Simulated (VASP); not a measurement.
MnSe:

```
CELL_PARAMETERS angstrom
0.00000 2.72000 2.72000
2.72000 0.00000 2.72000
2.72000 2.72000 0.00000
ATOMIC_POSITIONS crystal
Mn 0.00000 0.00000 0.00000
Se 0.50000 0.50000 0.50000
```

Base run:

```yaml
Program: VASP 6.6.1
Functional: LDA
Potentials_or_basis: VASP PAW LDA potentials, release 64 (Mn_pv, Se)
Cutoff: 500 eV
k_mesh: 9 × 9 × 9
Occupations: fermi-dirac, width 0.3 eV
Spin: collinear spin
Starting_moments: "[3.43, -0.09] μB"
Fixed_moment: 3.2 μB
```

Its results: pressure -15.6 GPa; site moments Mn +3.09; Se -0.06 μB.

Q: The run is repeated on the same cell with these changes: fixed moment from 3.2 μB to 1.6 μB; moments at the start from [3.43, -0.09] to [1.79, -0.09]. What comes out?

A: Pressure -19.5 GPa; site moments Mn +1.61; Se -0.07 μB.

Caveats: the cell stands under tension; so wide a smearing shifts energies and pressures; the total moment is fixed, so each spin has its own Fermi level and the state may be an excited one; a cell with one magnetic atom can't hold antiferromagnetic order, which such compounds often take.
